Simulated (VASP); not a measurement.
# Pr2BBr3 (I4/mmm) in VASP: single point with PBE

Aim: the single point of Pr2BBr3 with PBE.

Everything below comes from runs of VASP 6.6.1. Logs are shortened: lines on timing, memory, paths and dates and some standing lists are left out, and cuts for length are marked.

### 1 The cell of the first run

It takes space group I4/mmm (No. 139, tetragonal). Conventional cell: a = 4.772 Å, b = 4.772 Å, c = 12.099 Å, α = 90.00°, β = 90.00°, γ = 90.00°. Pr (site symmetry 4mm) has 5 Br at 2.31 to 2.49 Å within 3.0 Å. Within 4.4 Å of B (site symmetry 4/mmm) lie 12 Br at 3.37 to 3.85 Å and 10 Pr at 3.74 to 4.09 Å. Within 3.4 Å of Br (site symmetry -4m2) lie 4 Pr at 2.49 Å and 4 Br at 3.37 Å. Within 3.0 Å of Br (site symmetry 4/mmm) lie 2 Pr at 2.31 Å.

The cell was built from a structure type or drawn by symmetry, and may not be a known phase.

### 2 Single point, PBE

File INCAR:

```
SYSTEM = Pr2BBr3
  PREC = Accurate
  ENCUT = 520
  EDIFF = 1E-6
  ISMEAR = 0
  SIGMA = 0.1
  LREAL = .FALSE.
  LASPH = .TRUE.
  NELM = 100
  ALGO = Normal
  ISIF = 2
  LWAVE = .FALSE.
  LCHARG = .FALSE.
  GGA = PE
  NBANDS = 34
```

File KPOINTS:

```
regular mesh
0
G
  6 6 6
  0 0 0
```

File POSCAR:

```
Pr2BBr3
1.0
   -2.3862331200      2.3862331200      6.0494290500
    2.3862331200     -2.3862331200      6.0494290500
    2.3862331200      2.3862331200     -6.0494290500
Pr B Br
2 1 3
Direct
    0.6907110200      0.6907110200      0.0000000000
    0.3092889800      0.3092889800      0.0000000000
    0.0000000000      0.0000000000      0.0000000000
    0.7500000000      0.2500000000      0.5000000000
    0.5000000000      0.5000000000      0.0000000000
    0.2500000000      0.7500000000      0.5000000000
```

Potentials or basis: VASP PAW PBE potentials, release 64 (Pr, B, Br).

On the command line:

```bash
$ cat potpaw_PBE.64/Pr/POTCAR potpaw_PBE.64/B/POTCAR potpaw_PBE.64/Br/POTCAR > POTCAR
$ mpirun -np 1 vasp_std > vasp.out
```

OUTCAR:

```text
SYSTEM = Pr2BBr3
   PREC = Accurate
   ENCUT = 520
   EDIFF = 1E-6
   ISMEAR = 0
   LREAL = .FALSE.
   LASPH = .TRUE.
   NELM = 100
   ISIF = 2
   GGA = PE

 ion  position               nearest neighbor table
   1  0.691  0.691  0.000-   5 2.31   4 2.49   6 2.49   4 2.49   6 2.49
   2  0.309  0.309  0.000-   5 2.31   4 2.49   6 2.49   6 2.49   4 2.49
   3  0.000  0.000  0.000-
   4  0.750  0.250  0.500-   2 2.49   1 2.49   2 2.49   1 2.49
   5  0.500  0.500  0.000-   1 2.31   2 2.31
   6  0.250  0.750  0.500-   2 2.49   1 2.49   2 2.49   1 2.49

  LATTYP: Found a body centered tetragonal cell.
 ALAT       =     4.7724662400
 C/A-ratio  =     2.5351374932

  Lattice vectors:

 A1 = (  -2.3862331200,   2.3862331200,   6.0494290500)
 A2 = (   2.3862331200,  -2.3862331200,   6.0494290500)
 A3 = (   2.3862331200,   2.3862331200,  -6.0494290500)

Analysis of symmetry for initial positions (statically):
=====================================================================
 Subroutine PRICEL returns:
 Original cell was already a primitive cell.

 Routine SETGRP: Setting up the symmetry group for a
 body centered tetragonal supercell.

 Subroutine GETGRP returns: Found 16 space group operations
 (whereof 16 operations were pure point group operations)
 out of a pool of 16 trial point group operations.

The static configuration has the point symmetry D_4h.

Analysis of symmetry for dynamics (positions and initial velocities):
=====================================================================
 Subroutine PRICEL returns:
 Original cell was already a primitive cell.

 Routine SETGRP: Setting up the symmetry group for a
 body centered tetragonal supercell.

 Subroutine GETGRP returns: Found 16 space group operations
 (whereof 16 operations were pure point group operations)
 out of a pool of 16 trial point group operations.

The dynamic configuration has the point symmetry D_4h.

 Subroutine INISYM returns: Found 16 space group operations
 (whereof 16 operations are pure point group operations),
 and found     1 'primitive' translations

----------------------------------------------------------------------------------------

                                     Primitive cell

  volume of cell :     137.7844

  direct lattice vectors                    reciprocal lattice vectors
    -2.386233120  2.386233120  6.049429050     0.000000000  0.209535270  0.082652428
     2.386233120 -2.386233120  6.049429050     0.209535270  0.000000000  0.082652428
     2.386233120  2.386233120 -6.049429050     0.209535270  0.209535270  0.000000000

  length of vectors
     6.927034635  6.927034635  6.927034635     0.225247537  0.225247537  0.296327620

  position of ions in fractional coordinates (direct lattice)
     0.690711020  0.690711020  0.000000000
     0.309288980  0.309288980  0.000000000
     0.000000000  0.000000000  0.000000000
     0.750000000  0.250000000  0.500000000
     0.500000000  0.500000000  0.000000000
     0.250000000  0.750000000  0.500000000

  ion indices of the primitive-cell ions
   primitive index   ion index
                 1           1
                 2           2
                 3           3
                 4           4
                 5           5
                 6           6

----------------------------------------------------------------------------------------

 KPOINTS: regular mesh

Automatic generation of k-mesh.
 Grid dimensions read from file:
 generate k-points for:    6    6    6

 Generating k-lattice:

  Cartesian coordinates                     Fractional coordinates (reciprocal lattice)
     0.000000000  0.034922545  0.013775405     0.166666667  0.000000000 -0.000000000
     0.034922545  0.000000000  0.013775405     0.000000000  0.166666667 -0.000000000
     0.034922545  0.034922545  0.000000000     0.000000000  0.000000000  0.166666667

  Length of vectors
     0.037541256  0.037541256  0.049387937

  Shift w.r.t. Gamma in fractional coordinates (k-lattice)
     0.000000000  0.000000000  0.000000000

 Subroutine IBZKPT returns following result:
 ===========================================

 Found     30 irreducible k-points:

 Following reciprocal coordinates:
            Coordinates               Weight
  0.000000  0.000000  0.000000      1.000000
  0.166667  0.000000 -0.000000      8.000000
  0.333333  0.000000  0.000000      8.000000
  0.500000  0.000000 -0.000000      4.000000
  0.166667  0.166667 -0.000000      8.000000
  0.333333  0.166667 -0.000000     16.000000
[... 16 lines left out ...]
 -0.333333 -0.333333  0.166667      8.000000
 -0.166667 -0.333333  0.166667      8.000000
 [... further k-points ...]
   k-points           NKPTS =     30   k-points in BZ     NKDIM =     30   number of bands    NBANDS=     34
   number of dos      NEDOS =    301   number of ions     NIONS =      6
   total plane-waves  NPLWV = 157464
   dimension x,y,z NGX =    54 NGY =   54 NGZ =   54
   dimension x,y,z NGXF=   108 NGYF=  108 NGZF=  108
   ions per type =               2   1   3
   NGX,Y,Z   is equivalent  to a cutoff of  12.96, 12.96, 12.96 a.u.
   NGXF,Y,Z  is equivalent  to a cutoff of  25.92, 25.92, 25.92 a.u.
 SYSTEM =  Pr2BBr3
   PREC   = accura    normal or accurate (medium, high low for compatibility)
   ISTART =      0    job   : 0-new  1-cont  2-samecut
   ICHARG =      2    charge: 1-file 2-atom 10-const
   ISPIN  =      1    spin polarized calculation?
   LNONCOLLINEAR =      F non collinear calculations
   LSORBIT =      F    spin-orbit coupling
   LASPH  =      T    aspherical Exc in radial PAW
   ENCUT  =  520.0 eV  38.22 Ry    6.18 a.u.  12.88 12.88 12.88*2*pi/ulx,y,z
   NELM   =    100;   NELMIN=  2; NELMDL= -5     # of ELM steps
   EDIFF  = 0.1E-05   stopping-criterion for ELM
   LREAL  =      F    real-space projection
   EDIFFG = 0.1E-04   stopping-criterion for IOM
   NSW    =      0    number of steps for IOM
   IBRION =     -1    ionic relax: 0-MD 1-quasi-New 2-CG
   NFREE  =      0    steps in history (QN), initial steepest desc. (CG)
   ISIF   =      2    stress and relaxation
   ISYM   =      2    0-nonsym 1-usesym 2-fastsym
   POTIM  = 0.5000    time-step for ionic-motion
   TEBEG  =    0.0;   TEEND  =   0.0 temperature during run
   PSTRESS=    0.0 pullay stress
   NELECT =      50.0000    total number of electrons
   NUPDOWN=      -1.0000    fix difference up-down
   EMIN   =  10.00;   EMAX   =-10.00  energy-range for DOS
   EFERMI =   0.00;   METHOD = LEGACY
   ISMEAR =     0;   SIGMA  =   0.10  broadening in eV -4-tet -1-fermi 0-gaus
   EFERMI_NEDOS =   21; number of points for ismear=-14 and -15
   IALGO  =     38    algorithm
   IMIX   =      4    mixing-type and parameters
     AMIX     =   0.40;   BMIX     =  1.00
     AMIX_MAG =   1.60;   BMIX_MAG =  1.00
  volume/ion in A,a.u.               =      22.96       154.97
  Fermi-wavevector in a.u.,A,eV,Ry     =   1.167700  2.206634 18.551876  1.363524
  Thomas-Fermi vector in A             =   2.304197
   LORBIT       =      0    0 simple, 1 ext, 2 COOP (PROOUT), +10 PAW based schemes
   GGA     = PE    functional components
   LHFCALC =     F    Hartree Fock is set to
   AEXX    =    0.0000 exact exchange contribution
   IVDW    =     0    specifies the selected vdW correction
   LEPSILON=     F    determine dielectric tensor
   LRPA    =     F    only Hartree local field effects (RPA)
 non-spin polarized calculation
 Gauss-broadening in eV      SIGMA  =   0.10
  energy-cutoff  :      520.00
  volume of cell :      137.78
 maximum number of plane-waves:      3744
 NGX is ok and might be reduce to    54
   NGX = 25   NGY = 25   NGZ = 25

 number of electron      49.9999999 magnetization

 Free energy of the ion-electron system (eV)
  ---------------------------------------------------
  ext. energy  EPLUGINS =         0.00000000
  ---------------------------------------------------
  free energy    TOTEN  =       -14.93852733 eV

  energy without entropy =      -14.83830164  energy(sigma->0) =      -14.88841448

 E-fermi :   6.3830     XC(G=0):  -9.9012

 val. band max:        6.3825251787   @ k =   0.5000   0.5000   0.3333
 cond. band min:       6.3870419265   @ k =   0.5000   0.5000   0.3333
 fundamental gap:      0.0045167478
 Fermi energy:         6.3830108145

 k-point     1 :       0.0000    0.0000    0.0000
  band No.  band energies     occupation
      1     -29.8198      2.00000
      2     -29.5839      2.00000
      3     -14.7972      2.00000
      4     -13.0224      2.00000
      5     -13.0224      2.00000
      6     -12.7499      2.00000
[... 26 lines left out ...]
     33       6.8653      0.00000
     34       6.8735      0.00000

 k-point     2 :       0.1667    0.0000   -0.0000
  band No.  band energies     occupation
      1     -29.8015      2.00000
      2     -29.5969      2.00000
      3     -14.8036      2.00000
      4     -13.7138      2.00000
      5     -13.0343      2.00000
      6     -12.9656      2.00000
[... 26 lines left out ...]
     33       6.8601      0.00000
     34       6.8768      0.00000

 k-point     3 :       0.3333    0.0000    0.0000
  band No.  band energies     occupation
      1     -29.7533      2.00000
      2     -29.6345      2.00000
      3     -14.8237      2.00000
      4     -14.3429      2.00000
      5     -13.6348      2.00000
      6     -12.8089      2.00000
[... 26 lines left out ...]
     33       6.8611      0.00000
     34       6.8765      0.00000
[... 704 lines left out ...]
 k-point    23 :      -0.3333   -0.3333    0.1667
  band No.  band energies     occupation
      1     -29.7778      2.00000
      2     -29.6154      2.00000
      3     -14.5903      2.00000
      4     -14.0905      2.00000
      5     -13.9215      2.00000
      6     -12.7996      2.00000
[... 26 lines left out ...]
     33       6.8085      0.00000
     34       6.9160      0.00000

 k-point    24 :      -0.1667   -0.3333    0.1667
  band No.  band energies     occupation
      1     -29.7965      2.00000
      2     -29.6022      2.00000
      3     -14.6610      2.00000
      4     -13.7514      2.00000
      5     -13.4304      2.00000
      6     -12.9722      2.00000
[... 26 lines left out ...]
     33       6.8348      0.00000
     34       6.8998      0.00000

 [... further k-points ...]

------------------------ aborting loop because EDIFF is reached ----------------------------------------

  FORCE on cell =-STRESS in cart. coord.  units (eV):
  Direction    XX          YY          ZZ          XY          YZ          ZX
  --------------------------------------------------------------------------------------
  -------------------------------------------------------------------------------------
  Total       33.3764342     33.3764342     37.3517587      0.0000000     -0.0000000      0.0000000
  in kB      388.1060406    388.1060406    434.3316928      0.0000000     -0.0000000      0.0000000
  external PRESSURE =     403.5145913 kB  Pullay stress =       0.0000000 kB

 VOLUME and BASIS-vectors are now :
 -----------------------------------------------------------------------------
  energy-cutoff  :      520.00
  volume of cell :      137.78
      direct lattice vectors                 reciprocal lattice vectors
    -2.386233120  2.386233120  6.049429050     0.000000000  0.209535270  0.082652428
     2.386233120 -2.386233120  6.049429050     0.209535270  0.000000000  0.082652428
     2.386233120  2.386233120 -6.049429050     0.209535270  0.209535270  0.000000000

 POSITION                                       TOTAL-FORCE (eV/Angst)
 -----------------------------------------------------------------------------------
      0.00000      0.00000      8.35681         0.000000      0.000000      3.630618
      0.00000      0.00000      3.74204        -0.000000     -0.000000     -3.630618
      0.00000      0.00000      0.00000        -0.000000     -0.000000     -0.000000
      0.00000      2.38623      3.02471        -0.000000     -0.000000      0.000000
      0.00000      0.00000      6.04943        -0.000000     -0.000000     -0.000000
      2.38623      0.00000      3.02471        -0.000000     -0.000000      0.000000
 -----------------------------------------------------------------------------------
    total drift:                                0.000000     -0.000000      0.000000

  FREE ENERGIE OF THE ION-ELECTRON SYSTEM (eV)
  ---------------------------------------------------
  free  energy   TOTEN  =       -14.9385273294 eV

  energy  without entropy=      -14.8383016383  energy(sigma->0) =      -14.88841448
```

Wall time 5.7 min (1 thread of Intel Xeon 6975P-C (Granite Rapids), shared host); peak memory 0.46 GiB.

Results:

* Free energy: -14.9385 eV
* Pressure: 40.4 GPa
* Largest force: 3.631 eV/Å
* Band gap on the k mesh: zero (bands 25 and 26 overlap by 0.16 eV)

Forces in eV/Å, atoms in the order of the input:
```
Pr   0.000  0.000  3.631
Pr   0.000  0.000 -3.631
B    0.000  0.000  0.000
Br   0.000  0.000  0.000
Br   0.000  0.000  0.000
Br   0.000  0.000  0.000
```

Levels at points of the mesh, in eV from the Fermi level:
| k point | band 22 | band 23 | band 24 | band 25 | band 26 | band 27 | band 28 | band 29 |
| --- | --- | --- | --- | --- | --- | --- | --- | --- |
| (0.00, 0.00, 0.00) | -2.17 | -0.09 | -0.09 | 0.08 | 0.08 | 0.10 | 0.17 | 0.22 |
| (0.50, 0.00, 0.00) | -0.99 | -0.40 | -0.34 | -0.20 | -0.06 | 0.14 | 0.20 | 0.24 |
| (0.50, 0.50, 0.00) | -0.73 | -0.30 | -0.02 | 0.04 | 0.15 | 0.18 | 0.29 | 0.32 |
| (0.50, 0.50, 0.50) | -2.15 | -0.83 | -0.03 | -0.03 | 0.11 | 0.17 | 0.17 | 0.19 |

Caveat: the cell stands under pressure; spin-orbit coupling is left out, which moves the levels of the heavy elements; the run has no spin polarisation, though such a crystal can be magnetic; semilocal functionals describe open f shells poorly, which spoils levels, moments and volumes; forces of over 1 eV/Å act on the atoms, so gaps and moduli don't describe the material at rest.
